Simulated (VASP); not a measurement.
Write the native input for VASP 6.6.1 that does the following.

```
Task                   : single point
Functional             : LDA
Potentials or basis    : VASP PAW LDA potentials, release 64 (Ti_sv, C)
Cutoff                 : 520 eV
k mesh                 : 9 × 9 × 1
Occupations            : gaussian, width 0.1 eV
Spin                   : no spin polarisation
Dipole correction      : yes
Further INCAR settings : ALGO = Normal; EDIFF = 1e-07; NBANDS = 34
```

The structure of Ti4C lies in POSCAR:

```
Ti4C
1.0
    2.8639615639      0.0000000000      0.0000000000
   -1.4319807819      2.4802634698      0.0000000000
    0.0000000000      0.0000000000     22.2412339090
Ti C
4 1
Direct
    0.6666666666      0.3333333333      0.1798461370
    0.3333333334      0.6666666667      0.2817907594
    0.6666666666      0.3333333333      0.3878708239
    0.3333333334      0.6666666667      0.4829423562
    0.5000000000      1.0000000000      0.5564368664
```

These files were run (other wordings do the same):

INCAR

```
SYSTEM = Ti4C
PREC = Accurate ; ENCUT = 520
EDIFF = 1E-7 ; ISMEAR = 0
SIGMA = 0.1 ; LREAL = .FALSE.
LASPH = .TRUE. ; NELM = 60
ALGO = Normal ; ISIF = 2
LWAVE = .FALSE. ; LCHARG = .FALSE.
LDIPOL = .TRUE. ; IDIPOL = 3
DIPOL = 0.5 0.5 0.378 ; NBANDS = 34
```

KPOINTS

```
regular mesh
0
G
  9 9 1
  0 0 0
```

Potentials or basis: VASP PAW LDA potentials, release 64 (Ti_sv, C).

Run with:

```console
$ cat potpaw_LDA.64/Ti_sv/POTCAR potpaw_LDA.64/C/POTCAR > POTCAR
$ mpirun -np 1 vasp_std > vasp.out
```

It gave:

The largest force is 1.989 eV/Å. The band gap on the k mesh is zero (bands 26 and 27 overlap by 0.88 eV).

It took 5.4 min on 1 thread of Intel(R) Xeon(R) Platinum 8175M CPU @ 2.50GHz (Skylake/Cascade Lake), on a shared host, peak memory 0.29 GiB.
